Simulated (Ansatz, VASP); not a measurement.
# Ti2InC6 in VASP and in Ansatz

```
Ti In C
1.0
     0.00000    3.51203    3.51203
     3.51203    0.00000    3.51203
     3.51203    3.51203    0.00000
Ti In C
2 1 6
Direct
  0.25000 0.25000 0.25000
  0.75000 0.75000 0.75000
  0.00000 0.00000 0.00000
  0.67568 0.32432 0.32432
  0.32432 0.67568 0.67568
  0.32432 0.67568 0.32432
  0.67568 0.32432 0.67568
  0.32432 0.32432 0.67568
  0.67568 0.67568 0.32432
```

Change from the starting cell: species swapped into the Rb2TcCl6 type (Fm-3m, No. 225).

Alike in both runs: functional PBE; k mesh 4 × 4 × 4; occupations gaussian, width 0.1 eV; no spin polarisation.

Ansatz relaxed the structure, and its values are those at the end. VASP's run is a single point on that final structure, the one shown.

|  | VASP | Ansatz |
| --- | --- | --- |
| version | VASP 6.6.1 | Ansatz 0.2.0 |
| potentials or method | VASP PAW PBE potentials, release 64 (Ti_sv, In_d, C), cutoff 520 eV | scalar-relativistic, plane waves, PAW |
| valence electrons in the cell | 61 | 61 |

VASP gave:

- gap on the k mesh at the Fermi level (eV): none
- pressure (GPa): 0.1
- rms of the force components (eV/Å): 0.016

Q: Estimate Ansatz's values.

A: gap on the k mesh at the Fermi level (eV): none; pressure (GPa): -0.2; rms of the force components (eV/Å): 0.006.

A gap of «none» marks a metal or a gap that the smearing closes.

The k mesh is coarse, so the values compare programs but aren't converged.
